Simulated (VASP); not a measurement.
# MnS (F-43m) in VASP: a series of runs, part 2 of 2

VASP 6.6.1. The steps go on from the part before.

### 4 Single point, r2SCAN, collinear spin, ferromagnetic start (22.58 Å³/atom)

This run uses another cell than the first one, of 22.58 Å³/atom.

Contents of POSCAR:

```
MnS
1.0
    0.0000000000      2.8265242796      2.8265242796
    2.8265242796      0.0000000000      2.8265242796
    2.8265242796      2.8265242796      0.0000000000
Mn S
1 1
Direct
    0.0000000000      0.0000000000      0.0000000000
    0.2500000000      0.2500000000      0.2500000000
```

Contents of INCAR.step1:

```
SYSTEM = MnS
PREC = Accurate ; ENCUT = 550
ISMEAR = 0 ; SIGMA = 0.05
LREAL = .False. ; LASPH = .True.
NELM = 200 ; ISPIN = 2
MAGMOM = 4.76 0 ; LMAXMIX = 4
NBANDS = 20 ; GGA = PE
ALGO = Normal ; EDIFF = 1E-5
LWAVE = .True. ; LCHARG = .False.
GGA_COMPAT = .False.
```

Contents of INCAR.step2:

```
SYSTEM = MnS
PREC = Accurate ; ENCUT = 550
EDIFF = 1E-6 ; ISMEAR = 0
SIGMA = 0.05 ; LREAL = .False.
LASPH = .True. ; NELM = 200
ALGO = Normal ; ISIF = 2
LWAVE = .False. ; LCHARG = .False.
ISPIN = 2 ; MAGMOM = 4.76 0
LORBIT = 11 ; LMAXMIX = 4
METAGGA = R2SCAN ; LMIXTAU = .True.
NBANDS = 20 ; ISTART = 1
GGA_COMPAT = .False.
```

Contents of KPOINTS:

```
Automatic mesh
0
Gamma
  10 10 10
  0 0 0
```

Potentials or basis: VASP PAW PBE potentials, release 64 (Mn_pv, S).

The run is started by

```bash
> cat potpaw_PBE.64/Mn_pv/POTCAR potpaw_PBE.64/S/POTCAR > POTCAR
> cp INCAR.step1 INCAR
> mpirun -np 1 vasp_std > vasp.out
> cp INCAR.step2 INCAR
> mpirun -np 1 vasp_std > vasp.out
```

OUTCAR:

```text
SYSTEM = MnS
   PREC = Accurate
   ENCUT = 550
   EDIFF = 1E-6
   ISMEAR = 0
   LREAL = .False.
   LASPH = .True.
   NELM = 200
   ISIF = 2
   ISPIN = 2
   LORBIT = 11
   METAGGA = R2SCAN
   ISTART = 1

 ion  position               nearest neighbor table
   1  0.000  0.000  0.000-   2 2.45   2 2.45   2 2.45   2 2.45
   2  0.250  0.250  0.250-   1 2.45   1 2.45   1 2.45   1 2.45

  LATTYP: Found a face centered cubic cell.
 ALAT       =     5.6530485592

  Lattice vectors:

 A1 = (   0.0000000000,   2.8265242796,   2.8265242796)
 A2 = (   2.8265242796,   0.0000000000,   2.8265242796)
 A3 = (   2.8265242796,   2.8265242796,   0.0000000000)

Analysis of symmetry for initial positions (statically):
=====================================================================
 Subroutine PRICEL returns:
 Original cell was already a primitive cell.

 Routine SETGRP: Setting up the symmetry group for a
 face centered cubic supercell.

 Subroutine GETGRP returns: Found 24 space group operations
 (whereof 24 operations were pure point group operations)
 out of a pool of 48 trial point group operations.

The static configuration has the point symmetry T_d .
[... 741 lines left out ...]
  band No.  band energies     occupation
      1     -42.8006      1.00000
      2     -42.8006      1.00000
      3     -42.8006      1.00000
      4      -9.8940      1.00000
      5       0.9340      1.00000
      6       0.9340      1.00000
[... 541 lines left out ...]
     19      19.8231      0.00000
     20      20.5583      0.00000

 [... further k-points ...]
[... 5 lines left out ...]
  --------------------------------------------------------------------------------------
  -------------------------------------------------------------------------------------
  Total       -0.0409439     -0.0409439     -0.0409439     -0.0000000      0.0000000     -0.0000000
  in kB       -1.4524843     -1.4524843     -1.4524843     -0.0000000      0.0000000     -0.0000000
  external PRESSURE =      -1.4524843 kB  Pullay stress =       0.0000000 kB

 VOLUME and BASIS-vectors are now :
 -----------------------------------------------------------------------------
  energy-cutoff  :      550.00
  volume of cell :       45.16
      direct lattice vectors                 reciprocal lattice vectors
     0.000000000  2.826524280  2.826524280    -0.176895703  0.176895703  0.176895703
     2.826524280  0.000000000  2.826524280     0.176895703 -0.176895703  0.176895703
     2.826524280  2.826524280  0.000000000     0.176895703  0.176895703 -0.176895703

 POSITION                                       TOTAL-FORCE (eV/Angst)
 -----------------------------------------------------------------------------------
      0.00000      0.00000      0.00000         0.000000      0.000000     -0.000000
      1.41326      1.41326      1.41326        -0.000000     -0.000000      0.000000
 -----------------------------------------------------------------------------------
    total drift:                                0.000000      0.000000      0.000000

  FREE ENERGIE OF THE ION-ELECTRON SYSTEM (eV)
  ---------------------------------------------------
  free  energy   TOTEN  =       -24.8798305901 eV

  energy  without entropy=      -24.8798305901  energy(sigma->0) =      -24.87983059

 total charge

# of ion       s       p       d       tot
------------------------------------------
    1        0.266   6.201   4.871  11.337
    2        1.302   2.486   0.000   3.787
--------------------------------------------------
tot          1.567   8.686   4.871  15.124

 magnetization (x)

# of ion       s       p       d       tot
------------------------------------------
    1        0.048   0.061   4.368   4.477
    2        0.013   0.059   0.000   0.071
--------------------------------------------------
tot          0.061   0.119   4.368   4.549
```

OUTCAR.step1:

```text
SYSTEM = MnS
   PREC = Accurate
   ENCUT = 550
   ISMEAR = 0
   LREAL = .False.
   LASPH = .True.
[... 1346 lines left out ...]
      0.00000      0.00000      0.00000         0.000000      0.000000      0.000000
      1.41326      1.41326      1.41326        -0.000000     -0.000000     -0.000000
 -----------------------------------------------------------------------------------
    total drift:                                0.000000      0.000000      0.000000

  FREE ENERGIE OF THE ION-ELECTRON SYSTEM (eV)
  ---------------------------------------------------
  free  energy   TOTEN  =       -14.0857400281 eV

  energy  without entropy=      -14.0849695203  energy(sigma->0) =      -14.08535477
```

OSZICAR.step1:

```text
N       E                     dE             d eps       ncg     rms          rms(c)
DAV:   1     0.155074336191E+03    0.15507E+03   -0.10340E+04  3784   0.963E+02
DAV:   2    -0.650189185240E+01   -0.16158E+03   -0.15194E+03  3944   0.278E+02
DAV:   3    -0.151986879261E+02   -0.86968E+01   -0.86030E+01  4332   0.700E+01
DAV:   4    -0.153195741092E+02   -0.12089E+00   -0.12080E+00  4300   0.841E+00
DAV:   5    -0.153216199413E+02   -0.20458E-02   -0.20458E-02  4296   0.116E+00    0.104E+01
DAV:   6    -0.140306566198E+02    0.12910E+01   -0.48586E+00  4412   0.255E+01    0.956E+00
DAV:   7    -0.140772989934E+02   -0.46642E-01   -0.67887E-01  4148   0.838E+00    0.609E+00
DAV:   8    -0.140879023474E+02   -0.10603E-01   -0.38656E-02  4284   0.167E+00    0.315E+00
DAV:   9    -0.140846852185E+02    0.32171E-02   -0.11542E-02  3936   0.102E+00    0.246E-01
DAV:  10    -0.140853893801E+02   -0.70416E-03   -0.26409E-03  4108   0.356E-01    0.160E-01
DAV:  11    -0.140856094686E+02   -0.22009E-03   -0.23452E-04  4276   0.125E-01    0.120E-01
DAV:  12    -0.140857119038E+02   -0.10244E-03   -0.10009E-04  4004   0.716E-02    0.875E-02
DAV:  13    -0.140857327476E+02   -0.20844E-04   -0.28157E-05  4184   0.339E-02    0.321E-02
DAV:  14    -0.140857400281E+02   -0.72805E-05   -0.82156E-06  3832   0.214E-02
   1 F= -.14085740E+02 E0= -.14085355E+02  d E =-.770508E-03  mag=     4.9826
```

Wall time 9.2 min (1 thread of Oxide Virtual Turin-like, shared host); peak memory 0.22 GiB.

Results:

| Item | Value |
| --- | --- |
| Free energy | -24.8798 eV |
| Pressure | -0.1 GPa |
| Band gap on the k mesh | 0.75 eV (least direct gap 1.23 eV) |
| Net moment | 5.00 μB per cell |
| Site moments | Mn +4.48; S +0.07 μB |
| Valence electrons inside the program's atomic spheres | Mn 11.34; S 3.79 |

Caveat: the PAW data sets were made with another functional, which shifts forces and pressure a little; a cell with one magnetic atom can't hold antiferromagnetic order, which such compounds often take. r2SCAN opens gaps a little over a GGA but as a rule still falls short of measured ones.

### 5 Overview

| cell | gap on the mesh (eV) | pressure (GPa) | moment (μB) |
| --- | --- | --- | --- |
| a = 3.992 Å, angles 60.0°, 2 atoms | 0.73 | 0.1 | 5.00 |
| a = 3.993 Å, angles 60.0°, 2 atoms | 0.73 | 0.0 | 5.00 |
| a = 3.997 Å, angles 60.0°, 2 atoms | 0.75 | -0.1 | 5.00 |

Alike in all rows: task single point; level r2SCAN; potentials or basis VASP PAW PBE potentials, release 64 (Mn_pv, S); spin collinear, ferromagnetic start; k mesh 10 × 10 × 10; cutoff (eV) 550; smearing gaussian 0.05 eV.

Caveats: the PAW data sets were made with another functional, which shifts forces and pressure a little; a cell with one magnetic atom can't hold antiferromagnetic order, which such compounds often take.

Absolute energies hang on the potentials; compare differences alone.
